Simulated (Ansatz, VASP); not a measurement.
One calculation of Co, two programs

INCAR

```
SYSTEM = Co
ALGO = Normal
EDIFF = 1E-6
ENCUT = 520
GGA = PE
ISIF = 2
ISMEAR = -1
ISPIN = 2
LASPH = .True.
LCHARG = .False.
LMAXMIX = 4
LORBIT = 11
LREAL = .False.
LWAVE = .False.
MAGMOM = 2
NBANDS = 14
NELM = 150
PREC = Accurate
SIGMA = 0.05
```

File KPOINTS:

```
k-points
0
Gamma
  18 18 18
  0 0 0
```

Contents of POSCAR:

```
Co
1.0
    0.0000000000      1.7711757219      1.7711757219
    1.7711757219      0.0000000000      1.7711757219
    1.7711757219      1.7711757219      0.0000000000
Co
1
Direct
    0.0000000000      0.0000000000      0.0000000000
```

Input for Ansatz:

```yaml
crystal:
  lattice:
    - [0.0, 1.7711757219, 1.7711757219]
    - [1.7711757219, 0.0, 1.7711757219]
    - [1.7711757219, 1.7711757219, 0.0]
  atoms:
    - { symbol: Co, position: [0.0, 0.0, 0.0], spin: 2.0 }
magnetization:
  spin_polarized: true
kpoints:
  mp_grid: { grid: [18, 18, 18] }
scf:
  occupations: { method: fermi_dirac, width: 0.05 }
hamiltonian:
  xc: pbe
  pseudopotentials: { kind: all_electron, lapw: { basis_error: 0.001 } }
output:
  forces: true
  stress: true
  eigenvalues: true
```

Change from the starting cell: volume scaled by 1.025.

Alike in both runs: task single point; functional PBE; k mesh 18 × 18 × 18; occupations fermi-dirac, width 0.05 eV; collinear spin.

|  | VASP | Ansatz |
| --- | --- | --- |
| version | VASP 6.6.1 | Ansatz 0.2.0 |
| potentials or method | VASP PAW PBE potentials, release 64 (Co), cutoff 520 eV | all-electron LAPW, scalar-relativistic |

Ansatz gave:

```
pressure (GPa)                                                : -4.0
net moment per atom (μB)                                      : 1.65
size of the moment on the site where the two differ most (μB) : 1.70
```

Task: Estimate VASP's values.

Result: Pressure (GPa): -4.7; net moment per atom (μB): 1.64; size of the moment on the site where the two differ most (μB): 1.66.

Site moments also hang on the region over which each program counts them. Ansatz ran all-electron here, and VASP with PAW potentials.
